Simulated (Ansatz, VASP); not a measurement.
## Two plane-wave programs on MgSiN

File INCAR:

```
PREC = Accurate ; ENCUT = 600
EDIFF = 1E-6 ; ISMEAR = 0
SIGMA = 0.1 ; LREAL = F
LASPH = T ; NELM = 60
ALGO = Normal ; ISIF = 3
LWAVE = F ; LCHARG = F
GGA = PE ; IBRION = 2
NSW = 100 ; EDIFFG = -0.01
```

The input KPOINTS:

```
regular mesh
0
Gamma
  12 12 6
```

File POSCAR:

```
MgSiN
1.0
    3.4350044702      0.0000000000      0.0000000000
    0.0000000000      3.4350044702      0.0000000000
    0.0000000000      0.0000000000      7.6569817683
Mg Si N
2 2 2
Direct
    0.5000000000      0.0000000000      0.1555005998
    0.0000000000      0.5000000000      0.8444994002
    0.5000000000      0.0000000000      0.5274903598
    0.0000000000      0.5000000000      0.4725096402
    0.5000000000      0.5000000000      0.0000000000
    0.0000000000      0.0000000000      0.0000000000
```

Input for Ansatz:

```yaml
crystal:
  lattice:
    - [3.4350044702, 0.0, 0.0]
    - [0.0, 3.4350044702, 0.0]
    - [0.0, 0.0, 7.6569817683]
  atoms:
    - { symbol: Mg, position: [0.5, 0.0, 0.1555005998] }
    - { symbol: Mg, position: [0.0, 0.5, 0.8444994002] }
    - { symbol: Si, position: [0.5, 0.0, 0.5274903598] }
    - { symbol: Si, position: [0.0, 0.5, 0.4725096402] }
    - { symbol: "N", position: [0.5, 0.5, 0.0] }
    - { symbol: "N", position: [0.0, 0.0, 0.0] }
basis:
  ecutwfc: 420
kpoints:
  mp_grid: { grid: [12, 12, 6] }
hamiltonian:
  xc: pbe
scf:
  occupations: { method: gaussian, width: 0.1 }
output:
  forces: true
  stress: true
  eigenvalues: true
relax:
  adjacent_minimum: "off"
  f_tol: 0.01
  max_steps: 80
  cell: { stress_tol: 0.05 }
```

Change from the starting cell: species swapped into the CeClO type (P4/nmm, No. 129).

Alike in both runs: task relaxation of cell and atoms; functional PBE; k mesh 12 × 12 × 6; occupations gaussian, width 0.1 eV; no spin polarisation.

|  | VASP | Ansatz |
| --- | --- | --- |
| version | VASP 6.6.1 | Ansatz 0.2.0 |
| potentials or method | VASP PAW PBE potentials, release 64 (Mg, Si, N), cutoff 600 eV | scalar-relativistic, plane waves, PAW |
| valence electrons in the cell | 22 | 38 |

```tsv
	VASP	Ansatz	Ansatz less VASP
gap on the k mesh at the Fermi level, each at its own relaxed structure (eV)	none	none	-
relaxed volume (Å³/atom)	14.77	14.89	+0.122
relaxed length of the cell vector where the two differ most in proportion (Å)	7.581	7.617	+0.0354
```

A gap of «none» marks a metal or a gap that the smearing closes. VASP's potentials hold 22 valence electrons a cell and Ansatz's 38, so a difference there can come from the potentials and not from the codes.
